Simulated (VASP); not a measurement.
# BN (F-43m) in VASP: a series of runs, part 2 of 2

VASP 6.6.1. The steps go on from the part before.

## (3) Electric field gradients, PBEsol (volume scaled by 1.01)

INCAR

```
SYSTEM = BN
ALGO = Normal ; EDIFF = 1E-8
ENCUT = 520 ; GGA = PS
ISIF = 2 ; ISMEAR = -1
LASPH = .True. ; LCHARG = .False.
LEFG = .True. ; LREAL = .False.
LWAVE = .False. ; NBANDS = 11
NELM = 80 ; PREC = Accurate
SIGMA = 0.03
```

KPOINTS

```
k-points
0
Gamma
  13 13 13
  0 0 0
```

POSCAR

```
BN
1.0
    0.0000000000      1.8135050275      1.8135050275
    1.8135050275      0.0000000000      1.8135050275
    1.8135050275      1.8135050275      0.0000000000
B N
1 1
Direct
    0.0000000000      0.0000000000      0.0000000000
    0.7500000000      0.7500000000      0.7500000000
```

Potentials or basis: VASP PAW PBE potentials, release 64 (B, N).

Command:

```sh
$ cat potpaw_PBE.64/B/POTCAR potpaw_PBE.64/N/POTCAR > POTCAR
$ mpirun -np 1 vasp_std > vasp.out
```

OUTCAR:

```text
SYSTEM = BN
   EDIFF = 1E-8
   ENCUT = 520
   GGA = PS
   ISIF = 2
   ISMEAR = -1
   LASPH = .True.
   LREAL = .False.
   NELM = 80
   PREC = Accurate

 ion  position               nearest neighbor table
   1  0.000  0.000  0.000-   2 1.57   2 1.57   2 1.57   2 1.57
   2  0.750  0.750  0.750-   1 1.57   1 1.57   1 1.57   1 1.57

  LATTYP: Found a face centered cubic cell.
 ALAT       =     3.6270100550

  Lattice vectors:

 A1 = (   0.0000000000,   1.8135050275,   1.8135050275)
 A2 = (   1.8135050275,   0.0000000000,   1.8135050275)
 A3 = (   1.8135050275,   1.8135050275,   0.0000000000)

Analysis of symmetry for initial positions (statically):
=====================================================================
 Subroutine PRICEL returns:
 Original cell was already a primitive cell.

 Routine SETGRP: Setting up the symmetry group for a
 face centered cubic supercell.

 Subroutine GETGRP returns: Found 24 space group operations
 (whereof 24 operations were pure point group operations)
 out of a pool of 48 trial point group operations.

The static configuration has the point symmetry T_d .

Analysis of symmetry for dynamics (positions and initial velocities):
=====================================================================
 Subroutine PRICEL returns:
 Original cell was already a primitive cell.

 Routine SETGRP: Setting up the symmetry group for a
 face centered cubic supercell.

 Subroutine GETGRP returns: Found 24 space group operations
 (whereof 24 operations were pure point group operations)
 out of a pool of 48 trial point group operations.

The dynamic configuration has the point symmetry T_d .

[... 478 lines left out ...]
      3       3.9842      2.00000
      4       4.4206      2.00000
      5      15.9645      0.00000
      6      19.1875      0.00000
      7      19.6162      0.00000
      8      21.7025      0.00000
      9      27.7752      0.00000
     10      33.1783      0.00000
     11      34.9791      0.00000

 [... further k-points ...]

------------------------ aborting loop because EDIFF is reached ----------------------------------------

  FORCE on cell =-STRESS in cart. coord.  units (eV):
  Direction    XX          YY          ZZ          XY          YZ          ZX
  --------------------------------------------------------------------------------------
  -------------------------------------------------------------------------------------
  Total       -0.4503236     -0.4503236     -0.4503236     -0.0000000      0.0000000     -0.0000000
  in kB      -60.4851804    -60.4851804    -60.4851804     -0.0000000      0.0000000     -0.0000000
  external PRESSURE =     -60.4851804 kB  Pullay stress =       0.0000000 kB

 VOLUME and BASIS-vectors are now :
 -----------------------------------------------------------------------------
  energy-cutoff  :      520.00
  volume of cell :       11.93
      direct lattice vectors                 reciprocal lattice vectors
     0.000000000  1.813505027  1.813505027    -0.275709189  0.275709189  0.275709189
     1.813505027  0.000000000  1.813505027     0.275709189 -0.275709189  0.275709189
     1.813505027  1.813505027  0.000000000     0.275709189  0.275709189 -0.275709189

 POSITION                                       TOTAL-FORCE (eV/Angst)
 -----------------------------------------------------------------------------------
      0.00000      0.00000      0.00000         0.000000      0.000000      0.000000
      2.72026      2.72026      2.72026        -0.000000     -0.000000     -0.000000
 -----------------------------------------------------------------------------------
    total drift:                               -0.000000     -0.000000     -0.000000

  FREE ENERGIE OF THE ION-ELECTRON SYSTEM (eV)
  ---------------------------------------------------
  free  energy   TOTEN  =       -18.3435922423 eV

  energy  without entropy=      -18.3435922423  energy(sigma->0) =      -18.34359224

 Electric field gradients (V/A^2)
---------------------------------------------------------------------
 ion       V_xx      V_yy      V_zz      V_xy      V_xz      V_yz
---------------------------------------------------------------------
   1       0.000     0.000    -0.000    -0.000    -0.000    -0.000
   2       0.000     0.000    -0.000    -0.000    -0.000    -0.000
---------------------------------------------------------------------

 Electric field gradients after diagonalization (V/A^2)
 (convention: |V_zz| > |V_xx| > |V_yy|)
----------------------------------------------------------------------
 ion       V_xx      V_yy      V_zz     asymmetry (V_yy - V_xx)/ V_zz
----------------------------------------------------------------------
   1       0.000     0.000    -0.000       0.000
   2       0.000     0.000    -0.000       0.000
----------------------------------------------------------------------

           NMR quadrupolar parameters

 Cq : quadrupolar parameter    Cq=e*Q*V_zz/h
 eta: asymmetry parameters     (V_yy - V_xx)/ V_zz
 Q  : nuclear electric quadrupole moment in mb (millibarn)
----------------------------------------------------------------------
 ion       Cq(MHz)       eta       Q (mb)
----------------------------------------------------------------------
   1      -0.000       0.000       1.000
   2      -0.000       0.000       1.000
----------------------------------------------------------------------
```

stdout:

```text
POSCAR found type information on POSCAR B N
 POSCAR found :  2 types and       2 ions
 scaLAPACK will be used
 -----------------------------------------------------------------------------
|                                                                             |
|                                                                             |
|     You enforced a specific xc type in the INCAR file but a different       |
|     I HOPE YOU KNOW WHAT YOU ARE DOING!                                     |
|                                                                             |
 -----------------------------------------------------------------------------

 LDA part: xc-table for (Slater+PW92), standard interpolation
 POSCAR, INCAR and KPOINTS ok, starting setup
 FFT: planning ... GRIDC
 FFT: planning ... GRID_SOFT
 FFT: planning ... GRID
 WAVECAR not read
 entering main loop
ion   1

ion   2
```

Run time: 9.6 s. Hardware: 1 thread of Intel Xeon 6975P-C (Granite Rapids), shared host; peak memory 0.12 GiB.

Results:

```yaml
Free_energy: -18.3436 eV
Pressure: -6.0 GPa
Band_gap_on_the_k_mesh: 4.34 eV, indirect (least direct gap 8.72 eV)
```

Caveat: without QUAD_EFG the Cq values of the log hold for a quadrupole moment of 1 mb, not for the nuclei; the PAW data sets were made with another functional, which shifts forces and pressure a little. A k mesh can miss the band edges.

## (4) Electric field gradients, PBEsol (volume scaled by 1.04)

INCAR

```
SYSTEM = BN
PREC     = Accurate       ! precision mode
ENCUT    = 520            ! plane-wave cutoff, eV
EDIFF    = 1E-8           ! SCF threshold, eV
ISMEAR   = -1             ! smearing method
SIGMA    = 0.03           ! smearing width, eV
LREAL    = .False.        ! projectors in reciprocal space
LASPH    = .True.         ! aspherical terms in the spheres
NELM     = 100            ! most SCF steps
ALGO     = Normal         ! electronic algorithm
ISIF     = 2              ! what is computed and relaxed
LWAVE    = .False.        ! write WAVECAR
LCHARG   = .False.        ! write CHGCAR
GGA      = PS             ! functional
LEFG     = .True.       
NBANDS   = 11             ! bands
```

KPOINTS

```
regular mesh
0
Gamma
  13 13 13
  0 0 0
```

POSCAR

```
BN
1.0
    0.0000000000      1.8312856224      1.8312856224
    1.8312856224      0.0000000000      1.8312856224
    1.8312856224      1.8312856224      0.0000000000
B N
1 1
Direct
    0.0000000000      0.0000000000      0.0000000000
    0.7500000000      0.7500000000      0.7500000000
```

Potentials or basis: VASP PAW PBE potentials, release 64 (B, N).

Command:

```sh
$ cat potpaw_PBE.64/B/POTCAR potpaw_PBE.64/N/POTCAR > POTCAR
$ mpirun -np 1 vasp_std > vasp.out
```

OUTCAR:

```text
SYSTEM = BN
   PREC = Accurate
   ENCUT = 520
   EDIFF = 1E-8
   ISMEAR = -1
   LREAL = .False.
   LASPH = .True.
   NELM = 100
   ISIF = 2
   GGA = PS

 ion  position               nearest neighbor table
   1  0.000  0.000  0.000-   2 1.59   2 1.59   2 1.59   2 1.59
   2  0.750  0.750  0.750-   1 1.59   1 1.59   1 1.59   1 1.59

  LATTYP: Found a face centered cubic cell.
 ALAT       =     3.6625712448

  Lattice vectors:

 A1 = (   0.0000000000,   1.8312856224,   1.8312856224)
 A2 = (   1.8312856224,   0.0000000000,   1.8312856224)
[... 547 lines left out ...]
  ---------------------------------------------------
  free  energy   TOTEN  =       -18.3194117100 eV

  energy  without entropy=      -18.3194117100  energy(sigma->0) =      -18.31941171

 Electric field gradients (V/A^2)
---------------------------------------------------------------------
 ion       V_xx      V_yy      V_zz      V_xy      V_xz      V_yz
---------------------------------------------------------------------
   1       0.000     0.000    -0.000    -0.000    -0.000    -0.000
   2       0.000    -0.000     0.000     0.000     0.000     0.000
---------------------------------------------------------------------

 Electric field gradients after diagonalization (V/A^2)
 (convention: |V_zz| > |V_xx| > |V_yy|)
----------------------------------------------------------------------
 ion       V_xx      V_yy      V_zz     asymmetry (V_yy - V_xx)/ V_zz
----------------------------------------------------------------------
   1       0.000     0.000    -0.000       0.000
   2      -0.000    -0.000     0.000       0.000
----------------------------------------------------------------------

           NMR quadrupolar parameters

 Cq : quadrupolar parameter    Cq=e*Q*V_zz/h
 eta: asymmetry parameters     (V_yy - V_xx)/ V_zz
 Q  : nuclear electric quadrupole moment in mb (millibarn)
----------------------------------------------------------------------
 ion       Cq(MHz)       eta       Q (mb)
----------------------------------------------------------------------
   1      -0.000       0.000       1.000
   2       0.000       0.000       1.000
----------------------------------------------------------------------
```

stdout:

```text
POSCAR found type information on POSCAR B N
 POSCAR found :  2 types and       2 ions
 scaLAPACK will be used
 -----------------------------------------------------------------------------
|                                                                             |
|                                                                             |
|     You enforced a specific xc type in the INCAR file but a different       |
|     I HOPE YOU KNOW WHAT YOU ARE DOING!                                     |
|                                                                             |
 -----------------------------------------------------------------------------

 LDA part: xc-table for (Slater+PW92), standard interpolation
 POSCAR, INCAR and KPOINTS ok, starting setup
 FFT: planning ... GRIDC
 FFT: planning ... GRID_SOFT
 FFT: planning ... GRID
 WAVECAR not read
 entering main loop
ion   1

ion   2
```

Run time: 10 s. Hardware: 1 thread of Intel Xeon 6975P-C (Granite Rapids), shared host; peak memory 0.12 GiB.

What came out:

| Property | Result |
| --- | --- |
| Free energy | -18.3194 eV |
| Pressure | -16.2 GPa |
| Band gap on the k mesh | 4.31 eV, indirect (least direct gap 8.58 eV) |

Caveat: without QUAD_EFG the Cq values of the log hold for a quadrupole moment of 1 mb, not for the nuclei; the PAW data sets were made with another functional, which shifts forces and pressure a little. A k mesh can miss the band edges.

## (5) Overview

```tsv
cell	gap on the mesh (eV)	pressure (GPa)
a = 2.548 Å, angles 60.0°, 2 atoms	4.36	1.5
a = 2.565 Å, angles 60.0°, 2 atoms	4.34	-6.0
a = 2.590 Å, angles 60.0°, 2 atoms	4.31	-16.2
```

Alike in all rows: task electric field gradients; level PBEsol; potentials or basis VASP PAW PBE potentials, release 64 (B, N); no spin polarisation; k mesh 13 × 13 × 13; cutoff (eV) 520; smearing fermi-dirac 0.03 eV.

Caveats: the PAW data sets were made with another functional, which shifts forces and pressure a little.

Total energies depend on the potentials used, so only differences within one code and one set of settings carry meaning.
